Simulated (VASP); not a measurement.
Crystal: Zn.

```
CELL_PARAMETERS angstrom
2.56000 0.00000 0.00000
0.00000 2.56000 0.00000
0.00000 0.00000 2.56000
ATOMIC_POSITIONS crystal
Zn 0.00000 0.00000 0.00000
```

```yaml
Program: VASP 6.6.1
Task: relaxation of cell and atoms
Functional: PBE
Potentials_or_basis: VASP PAW PBE potentials, release 64 (Zn)
Cutoff: 600 eV
k_mesh: 9 × 9 × 9
Occupations: fermi-dirac, width 0.05 eV
Spin: no spin polarisation
```

At the start: pressure 4.9 GPa; volume 16.78 Å³/atom.

Q: Where does the relaxation end?

A: Over 3 steps the energy falls by 19.6 meV/atom and the volume is 18.17 Å³/atom (+8.3 %); space group Pm-3m (No. 221, to 0.05 Å).

Step by step:
```tsv
step	energy change (eV)	largest force (eV/Å)	pressure (GPa)	volume (Å³)
1	0.0000	0.0000	4.86	16.78
2	-0.0195	0.0000	0.35	18.04
3	-0.0196	0.0000	0.02	18.17
```

Final structure:
```
Zn
1.0
     2.62893    0.00000    0.00000
     0.00000    2.62893    0.00000
     0.00000    0.00000    2.62893
Zn
1
Direct
  0.00000 0.00000 0.00000
```
